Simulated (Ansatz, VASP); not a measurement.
# Two plane-wave programs on HfN

```
Hf N
1.0
     3.43321    0.00000    0.00000
    -1.71660    2.97324    0.00000
     0.00000    0.00000    3.96982
Hf N
1 1
Direct
  0.00000 0.00000 0.50000
  0.00000 0.00000 0.00000
```

Alike in both runs: functional LDA; k mesh 9 × 9 × 7; occupations fermi-dirac, width 0.05 eV; no spin polarisation.

|  | VASP | Ansatz |
| --- | --- | --- |
| version | VASP 6.6.1 | Ansatz 0.2.0 |
| potentials or method | VASP PAW LDA potentials, release 64 (Hf_pv, N) | Ansatz PAW |
| plane-wave cutoff (eV) | 520 | 420 |
| valence electrons in the cell | 15 | 31 |
| task | single point | band structure |

|  | VASP | Ansatz | Ansatz less VASP |
| --- | --- | --- | --- |
| gap on the k mesh at the Fermi level (eV) | none | none | - |
| pressure (GPa) | -5.4 | -5.6 | -0.20 |
| traceless stress, the component that is largest in VASP (GPa) | -3.85 | -4.28 | -0.429 |

LDA's correlation is that of Perdew and Zunger in VASP and of Perdew and Wang (1992) in Ansatz. A gap of «none» marks a metal or a gap that the smearing closes. VASP's potentials hold 15 valence electrons a cell and Ansatz's 31, so a difference there can come from the potentials and not from the codes.

Neither program's run includes spin-orbit coupling.
